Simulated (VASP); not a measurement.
# PbS (C2/m) in VASP: notebook

Runs on PbS. Level: PBE. Tasks: single point.

Program: VASP 6.6.1. These are calculated values, not measurements. Logs are shortened: lines on timing, memory, paths and dates and some standing lists are left out, and cuts for length are marked.

## Step 1: The cell of the first run

The typed cell holds 4 atoms: a = 4.199 Å, b = 4.199 Å, c = 5.955 Å, α = 90.03°, β = 90.03°, γ = 90.00°.

## Step 2: Single point, PBE

INCAR reads:

```
SYSTEM = PbS
ALGO     = Normal         ! electronic algorithm
EDIFF    = 1E-7           ! SCF threshold, eV
ENCUT    = 520            ! plane-wave cutoff, eV
GGA      = PE             ! functional
ISIF     = 2              ! what is computed and relaxed
ISMEAR   = 0              ! smearing method
LASPH    = .True.         ! aspherical terms in the spheres
LCHARG   = .True.         ! write CHGCAR
LELF     = .True.         ! ELF
LREAL    = .False.        ! projectors in reciprocal space
LVHAR    = .True.       
LWAVE    = .False.        ! write WAVECAR
NBANDS   = 28             ! bands
NELM     = 80             ! most SCF steps
PREC     = Accurate       ! precision mode
SIGMA    = 0.01           ! smearing width, eV
```

KPOINTS reads:

```
k-points
0
Gamma
  4 4 2
  0 0 0
```

POSCAR reads:

```
PbS
1.0
    2.9546833661     -2.9689122510      0.2885226881
    2.9546833661      2.9689122510      0.2885226881
   -0.5835746326      0.0000000000      5.9261866124
Pb S
2 2
Direct
    0.7499847761      0.7499847761      0.7500021470
    0.2500152239      0.2500152239      0.2499978530
    0.2500781931      0.2500781931      0.7500270770
    0.7499218069      0.7499218069      0.2499729230
```

Potentials or basis: VASP PAW PBE potentials, release 64 (Pb_d, S).

On the command line:

```bash
$ cat potpaw_PBE.64/Pb_d/POTCAR potpaw_PBE.64/S/POTCAR > POTCAR
$ mpirun -np 1 vasp_std > vasp.out
```

OUTCAR:

```text
SYSTEM = PbS
   EDIFF = 1E-7
   ENCUT = 520
   GGA = PE
   ISIF = 2
   ISMEAR = 0
   LASPH = .True.
   LREAL = .False.
   NELM = 80
   PREC = Accurate

 ion  position               nearest neighbor table
   1  0.750  0.750  0.750-   3 2.97   3 2.97   3 2.97   3 2.97   4 2.98   4 2.98
   2  0.250  0.250  0.250-   4 2.97   4 2.97   4 2.97   4 2.97   3 2.98   3 2.98
   3  0.250  0.250  0.750-   1 2.97   1 2.97   1 2.97   1 2.97   2 2.98   2 2.98
   4  0.750  0.750  0.250-   2 2.97   2 2.97   2 2.97   2 2.97   1 2.98   1 2.98

  LATTYP: Found a base centered monoclinic cell.
 ALAT       =     5.9374739193
 B/A-ratio  =     1.0000590458
 C/A-ratio  =     1.0029266322
 COS(beta)  =    -0.0008167583

  Lattice vectors:

 A1 = (   2.9546833661,  -2.9689122510,   0.2885226881)
 A2 = (   2.9546833661,   2.9689122510,   0.2885226881)
 A3 = (  -0.5835746326,   0.0000000000,   5.9261866124)

Analysis of symmetry for initial positions (statically):
=====================================================================
 Subroutine PRICEL returns:
 Original cell was already a primitive cell.

 Routine SETGRP: Setting up the symmetry group for a
 base centered monoclinic supercell.

 Subroutine GETGRP returns: Found  4 space group operations
 (whereof  4 operations were pure point group operations)
 out of a pool of  4 trial point group operations.

The static configuration has the point symmetry C_2h.

Analysis of symmetry for dynamics (positions and initial velocities):
=====================================================================
 Subroutine PRICEL returns:
 Original cell was already a primitive cell.

 Routine SETGRP: Setting up the symmetry group for a
 base centered monoclinic supercell.

 Subroutine GETGRP returns: Found  4 space group operations
 (whereof  4 operations were pure point group operations)
 out of a pool of  4 trial point group operations.

The dynamic configuration has the point symmetry C_2h.

 Subroutine INISYM returns: Found  4 space group operations
 (whereof  4 operations are pure point group operations),
 and found     1 'primitive' translations

----------------------------------------------------------------------------------------

                                     Primitive cell

  volume of cell :     104.9711

  direct lattice vectors                    reciprocal lattice vectors
     2.954683366 -2.968912251  0.288522688     0.167611138 -0.168411848  0.016505320
     2.954683366  2.968912251  0.288522688     0.167611138  0.168411848  0.016505320
    -0.583574633  0.000000000  5.926186612    -0.016320652  0.000000000  0.167135419

  length of vectors
     4.198552023  4.198552023  5.954850722     0.238177391  0.238177391  0.167930378

  position of ions in fractional coordinates (direct lattice)
     0.749984776  0.749984776  0.750002147
     0.250015224  0.250015224  0.249997853
     0.250078193  0.250078193  0.750027077
     0.749921807  0.749921807  0.249972923

  ion indices of the primitive-cell ions
   primitive index   ion index
                 1           1
                 2           2
                 3           3
                 4           4

----------------------------------------------------------------------------------------

 KPOINTS: k-points

Automatic generation of k-mesh.
 Grid dimensions read from file:
 generate k-points for:    4    4    2

 Generating k-lattice:

  Cartesian coordinates                     Fractional coordinates (reciprocal lattice)
     0.041902784 -0.042102962  0.004126330     0.250000000  0.000000000  0.000000000
     0.041902784  0.042102962  0.004126330     0.000000000  0.250000000  0.000000000
    -0.008160326  0.000000000  0.083567709     0.000000000  0.000000000  0.500000000

  Length of vectors
     0.059544348  0.059544348  0.083965189

  Shift w.r.t. Gamma in fractional coordinates (k-lattice)
     0.000000000  0.000000000  0.000000000

 Subroutine IBZKPT returns following result:
 ===========================================

 Found     14 irreducible k-points:

 Following reciprocal coordinates:
            Coordinates               Weight
  0.000000  0.000000  0.000000      1.000000
  0.250000  0.000000  0.000000      4.000000
  0.500000  0.000000  0.000000      2.000000
  0.250000  0.250000  0.000000      2.000000
  0.500000  0.250000 -0.000000      4.000000
 -0.250000  0.250000  0.000000      2.000000
  0.500000  0.500000  0.000000      1.000000
  0.000000  0.000000  0.500000      1.000000
  0.250000  0.000000  0.500000      4.000000
  0.500000 -0.000000  0.500000      2.000000
  0.250000  0.250000  0.500000      2.000000
  0.500000  0.250000  0.500000      4.000000
 -0.250000  0.250000  0.500000      2.000000
  0.500000  0.500000  0.500000      1.000000
   k-points           NKPTS =     14   k-points in BZ     NKDIM =     14   number of bands    NBANDS=     28
   number of dos      NEDOS =    301   number of ions     NIONS =      4
   total plane-waves  NPLWV =  49152
   dimension x,y,z NGX =    32 NGY =   32 NGZ =   48
   dimension x,y,z NGXF=    64 NGYF=   64 NGZF=   96
   ions per type =               2   2
   NGX,Y,Z   is equivalent  to a cutoff of  12.67, 12.67, 13.40 a.u.
   NGXF,Y,Z  is equivalent  to a cutoff of  25.34, 25.34, 26.80 a.u.
 SYSTEM =  PbS
   PREC   = accura    normal or accurate (medium, high low for compatibility)
   ISTART =      0    job   : 0-new  1-cont  2-samecut
   ICHARG =      2    charge: 1-file 2-atom 10-const
   ISPIN  =      1    spin polarized calculation?
   LNONCOLLINEAR =      F non collinear calculations
   LSORBIT =      F    spin-orbit coupling
   LASPH  =      T    aspherical Exc in radial PAW
   ENCUT  =  520.0 eV  38.22 Ry    6.18 a.u.   7.81  7.81 11.07*2*pi/ulx,y,z
   NELM   =     80;   NELMIN=  2; NELMDL= -5     # of ELM steps
   EDIFF  = 0.1E-06   stopping-criterion for ELM
   LREAL  =      F    real-space projection
   EDIFFG = 0.1E-05   stopping-criterion for IOM
   NSW    =      0    number of steps for IOM
   IBRION =     -1    ionic relax: 0-MD 1-quasi-New 2-CG
   NFREE  =      0    steps in history (QN), initial steepest desc. (CG)
   ISIF   =      2    stress and relaxation
   ISYM   =      2    0-nonsym 1-usesym 2-fastsym
   POTIM  = 0.5000    time-step for ionic-motion
   TEBEG  =    0.0;   TEEND  =   0.0 temperature during run
   PSTRESS=    0.0 pullay stress
   NELECT =      40.0000    total number of electrons
   NUPDOWN=      -1.0000    fix difference up-down
   EMIN   =  10.00;   EMAX   =-10.00  energy-range for DOS
   EFERMI =   0.00;   METHOD = LEGACY
   ISMEAR =     0;   SIGMA  =   0.01  broadening in eV -4-tet -1-fermi 0-gaus
   EFERMI_NEDOS =   21; number of points for ismear=-14 and -15
   IALGO  =     38    algorithm
   IMIX   =      4    mixing-type and parameters
     AMIX     =   0.40;   BMIX     =  1.00
     AMIX_MAG =   1.60;   BMIX_MAG =  1.00
  volume/ion in A,a.u.               =      26.24       177.10
  Fermi-wavevector in a.u.,A,eV,Ry     =   1.186875  2.242868 19.166142  1.408672
  Thomas-Fermi vector in A             =   2.323038
   LORBIT       =      0    0 simple, 1 ext, 2 COOP (PROOUT), +10 PAW based schemes
   GGA     = PE    functional components
   LHFCALC =     F    Hartree Fock is set to
   AEXX    =    0.0000 exact exchange contribution
   IVDW    =     0    specifies the selected vdW correction
   LEPSILON=     F    determine dielectric tensor
   LRPA    =     F    only Hartree local field effects (RPA)
 non-spin polarized calculation
 Gauss-broadening in eV      SIGMA  =   0.01
  energy-cutoff  :      520.00
  volume of cell :      104.97
 maximum number of plane-waves:      2848
   NGX = 15   NGY = 15   NGZ = 23

 number of electron      39.9999995 magnetization

 Free energy of the ion-electron system (eV)
  ---------------------------------------------------
  ext. energy  EPLUGINS =         0.00000000
  ---------------------------------------------------
  free energy    TOTEN  =       -17.12279416 eV

  energy without entropy =      -17.12279416  energy(sigma->0) =      -17.12279416

 E-fermi :   5.8447     XC(G=0):  -9.6475

 val. band max:        5.7688541577   @ k =   0.5000  -0.0000   0.5000
 cond. band min:       6.1279035248   @ k =   0.5000  -0.0000   0.5000
 fundamental gap:      0.3590493671
 Fermi energy:         5.8446750188

 k-point     1 :       0.0000    0.0000    0.0000
  band No.  band energies     occupation
      1     -11.2268      2.00000
      2     -11.0905      2.00000
      3     -11.0903      2.00000
      4     -11.0903      2.00000
      5     -11.0813      2.00000
      6     -11.0659      2.00000
[... 20 lines left out ...]
     27      11.4348      0.00000
     28      12.4965      0.00000

 k-point     2 :       0.2500    0.0000    0.0000
  band No.  band energies     occupation
      1     -11.1884      2.00000
      2     -11.0895      2.00000
      3     -11.0877      2.00000
      4     -11.0809      2.00000
      5     -11.0689      2.00000
      6     -11.0593      2.00000
[... 20 lines left out ...]
     27      11.9974      0.00000
     28      12.8262      0.00000

 k-point     3 :       0.5000    0.0000    0.0000
  band No.  band energies     occupation
      1     -11.1238      2.00000
      2     -11.1237      2.00000
      3     -11.0767      2.00000
      4     -11.0766      2.00000
      5     -11.0651      2.00000
      6     -11.0651      2.00000
[... 20 lines left out ...]
     27      14.0669      0.00000
     28      14.0686      0.00000

 k-point     4 :       0.2500    0.2500    0.0000
  band No.  band energies     occupation
      1     -11.1786      2.00000
      2     -11.1163      2.00000
      3     -11.1027      2.00000
      4     -11.0744      2.00000
      5     -11.0616      2.00000
      6     -11.0572      2.00000
[... 20 lines left out ...]
     27      10.6840      0.00000
     28      13.9272      0.00000

 k-point     5 :       0.5000    0.2500   -0.0000
  band No.  band energies     occupation
      1     -11.1634      2.00000
      2     -11.1634      2.00000
      3     -11.1006      2.00000
      4     -11.1006      2.00000
      5     -11.0582      2.00000
      6     -11.0582      2.00000
[... 20 lines left out ...]
     27      11.9464      0.00000
     28      11.9470      0.00000

 k-point     6 :      -0.2500    0.2500    0.0000
  band No.  band energies     occupation
      1     -11.1786      2.00000
      2     -11.1163      2.00000
      3     -11.1027      2.00000
      4     -11.0744      2.00000
      5     -11.0616      2.00000
      6     -11.0572      2.00000
[... 153 lines left out ...]
      5     -11.0707      2.00000
      6     -11.0705      2.00000
[... 20 lines left out ...]
     27      14.0545      0.00000
     28      14.0622      0.00000

 k-point    12 :       0.5000    0.2500    0.5000
  band No.  band energies     occupation
      1     -11.1186      2.00000
      2     -11.1185      2.00000
      3     -11.0958      2.00000
      4     -11.0957      2.00000
      5     -11.0727      2.00000
      6     -11.0726      2.00000
[... 20 lines left out ...]
     27      13.7480      0.00000
     28      13.7493      0.00000

 k-point    13 :      -0.2500    0.2500    0.5000
  band No.  band energies     occupation
      1     -11.1134      2.00000
      2     -11.1134      2.00000
      3     -11.0843      2.00000
      4     -11.0842      2.00000
      5     -11.0706      2.00000
      6     -11.0706      2.00000
[... 20 lines left out ...]
     27      14.0578      0.00000
     28      14.0584      0.00000

 k-point    14 :       0.5000    0.5000    0.5000
  band No.  band energies     occupation
      1     -11.1558      2.00000
      2     -11.1558      2.00000
      3     -11.0792      2.00000
      4     -11.0792      2.00000
      5     -11.0745      2.00000
      6     -11.0745      2.00000
[... 20 lines left out ...]
     27      13.8987      0.00000
     28      13.8993      0.00000

------------------------ aborting loop because EDIFF is reached ----------------------------------------

  FORCE on cell =-STRESS in cart. coord.  units (eV):
  Direction    XX          YY          ZZ          XY          YZ          ZX
  --------------------------------------------------------------------------------------
  -------------------------------------------------------------------------------------
  Total        0.8164917      0.7822435      4.0553537      0.0000000      0.0000000     -0.3090420
  in kB       12.4621371     11.9394067     61.8969868      0.0000000      0.0000000     -4.7169177
  external PRESSURE =      28.7661768 kB  Pullay stress =       0.0000000 kB

 VOLUME and BASIS-vectors are now :
 -----------------------------------------------------------------------------
  energy-cutoff  :      520.00
  volume of cell :      104.97
      direct lattice vectors                 reciprocal lattice vectors
     2.954683366 -2.968912251  0.288522688     0.167611138 -0.168411848  0.016505320
     2.954683366  2.968912251  0.288522688     0.167611138  0.168411848  0.016505320
    -0.583574633  0.000000000  5.926186612    -0.016320652  0.000000000  0.167135419

 POSITION                                       TOTAL-FORCE (eV/Angst)
 -----------------------------------------------------------------------------------
      3.99425      0.00000      4.87743         0.000220      0.000000      0.000250
      1.33154      0.00000      1.62580        -0.000220      0.000000     -0.000250
      1.04011      0.00000      4.58911         0.000315      0.000000      0.000329
      4.28569      0.00000      1.91413        -0.000315      0.000000     -0.000329
 -----------------------------------------------------------------------------------
    total drift:                                0.000000      0.000000     -0.000000

  FREE ENERGIE OF THE ION-ELECTRON SYSTEM (eV)
  ---------------------------------------------------
  free  energy   TOTEN  =       -17.1227941590 eV

  energy  without entropy=      -17.1227941590  energy(sigma->0) =      -17.12279416
```

Wall time 40 s (1 thread of Intel Xeon Platinum 8488C (Sapphire Rapids), shared host); peak memory 0.21 GiB.

What came out:

| Property | Result |
| --- | --- |
| Free energy | -17.1228 eV |
| Pressure | 2.9 GPa |
| Band gap on the k mesh | 0.36 eV |

Stress tensor (GPa, compression positive):
```
 1.25  0.00 -0.47
 0.00  1.19  0.00
-0.47  0.00  6.19
```

Levels at points of the mesh, in eV from the valence-band top:
| k point | band 17 | band 18 | band 19 | band 20 | band 21 | band 22 | band 23 | band 24 |
| --- | --- | --- | --- | --- | --- | --- | --- | --- |
| (0.00, 0.00, 0.00) | -3.39 | -2.14 | -2.14 | -2.11 | 3.88 | 5.12 | 5.20 | 5.20 |
| (0.50, 0.00, 0.00) | -1.86 | -1.85 | -0.78 | -0.78 | 1.43 | 1.43 | 2.43 | 2.43 |
| (0.50, 0.50, 0.00) | -3.41 | -3.41 | -3.39 | -3.39 | 3.86 | 3.86 | 5.57 | 5.57 |
| (0.00, 0.00, 0.50) | -2.79 | -2.79 | -1.73 | -1.73 | 2.41 | 2.42 | 4.75 | 4.75 |
| (0.50, 0.00, 0.50) | -1.74 | -1.74 | 0.00 | 0.00 | 0.36 | 0.36 | 1.94 | 1.94 |
| (0.50, 0.50, 0.50) | -4.39 | -4.39 | -1.01 | -1.01 | 2.15 | 2.15 | 4.67 | 4.67 |

Caveat: the k points lie up to 0.53 Å⁻¹ apart; spin-orbit coupling is left out, which moves the levels of the heavy elements. A k mesh can miss the band edges.

## Step 3: Single point, PBE

INCAR reads:

```
ALGO = Normal ; EDIFF = 1E-6
ENCUT = 520 ; GGA = PE
ISIF = 2 ; ISMEAR = 0
LASPH = T ; LCHARG = T
LELF = T ; LREAL = F
LVHAR = T ; LWAVE = F
NBANDS = 28 ; NELM = 80
PREC = Accurate ; SIGMA = 0.01
```

KPOINTS reads:

```
k-points
0
Gamma
  4 4 2
```

POSCAR is that of step 2.

Potentials or basis: VASP PAW PBE potentials, release 64 (Pb_d, S).

On the command line:

```bash
$ cat potpaw_PBE.64/Pb_d/POTCAR potpaw_PBE.64/S/POTCAR > POTCAR
$ mpirun -np 1 vasp_std > vasp.out
```

OUTCAR:

```text
EDIFF = 1E-6
   ENCUT = 520
   GGA = PE
   ISIF = 2
   ISMEAR = 0
   LASPH = T
   LREAL = F
   NELM = 80
   PREC = Accurate

 ion  position               nearest neighbor table
   1  0.750  0.750  0.750-   3 2.97   3 2.97   3 2.97   3 2.97   4 2.98   4 2.98
   2  0.250  0.250  0.250-   4 2.97   4 2.97   4 2.97   4 2.97   3 2.98   3 2.98
   3  0.250  0.250  0.750-   1 2.97   1 2.97   1 2.97   1 2.97   2 2.98   2 2.98
[... 625 lines left out ...]
  Direction    XX          YY          ZZ          XY          YZ          ZX
  --------------------------------------------------------------------------------------
  -------------------------------------------------------------------------------------
  Total        0.8212183      0.7868456      4.0603961      0.0000000      0.0000000     -0.3090562
  in kB       12.5342796     12.0096487     61.9739489      0.0000000      0.0000000     -4.7171335
  external PRESSURE =      28.8392924 kB  Pullay stress =       0.0000000 kB

 VOLUME and BASIS-vectors are now :
 -----------------------------------------------------------------------------
  energy-cutoff  :      520.00
  volume of cell :      104.97
      direct lattice vectors                 reciprocal lattice vectors
     2.954683366 -2.968912251  0.288522688     0.167611138 -0.168411848  0.016505320
     2.954683366  2.968912251  0.288522688     0.167611138  0.168411848  0.016505320
    -0.583574633  0.000000000  5.926186612    -0.016320652  0.000000000  0.167135419

 POSITION                                       TOTAL-FORCE (eV/Angst)
 -----------------------------------------------------------------------------------
      3.99425      0.00000      4.87743         0.000253      0.000000      0.000181
      1.33154      0.00000      1.62580        -0.000253      0.000000     -0.000181
      1.04011      0.00000      4.58911         0.000313      0.000000      0.000333
      4.28569      0.00000      1.91413        -0.000313      0.000000     -0.000333
 -----------------------------------------------------------------------------------
    total drift:                                0.000000      0.000000     -0.000000

  FREE ENERGIE OF THE ION-ELECTRON SYSTEM (eV)
  ---------------------------------------------------
  free  energy   TOTEN  =       -17.1227954855 eV

  energy  without entropy=      -17.1227954855  energy(sigma->0) =      -17.12279549
```

stdout:

```text
POSCAR found type information on POSCAR PbS
 POSCAR found :  2 types and       4 ions
 scaLAPACK will be used
 LDA part: xc-table for (Slater+PW92), standard interpolation
 POSCAR, INCAR and KPOINTS ok, starting setup
 FFT: planning ... GRIDC
 FFT: planning ... GRID_SOFT
 FFT: planning ... GRID
 WAVECAR not read
 entering main loop
```

Wall time 33 s (1 thread of Intel Xeon Platinum 8488C (Sapphire Rapids), shared host); peak memory 0.22 GiB.

What came out:

- Free energy: -17.1228 eV
- Pressure: 2.9 GPa
- Band gap on the k mesh: 0.36 eV

Caveat: the k points lie up to 0.53 Å⁻¹ apart; spin-orbit coupling is left out, which moves the levels of the heavy elements.
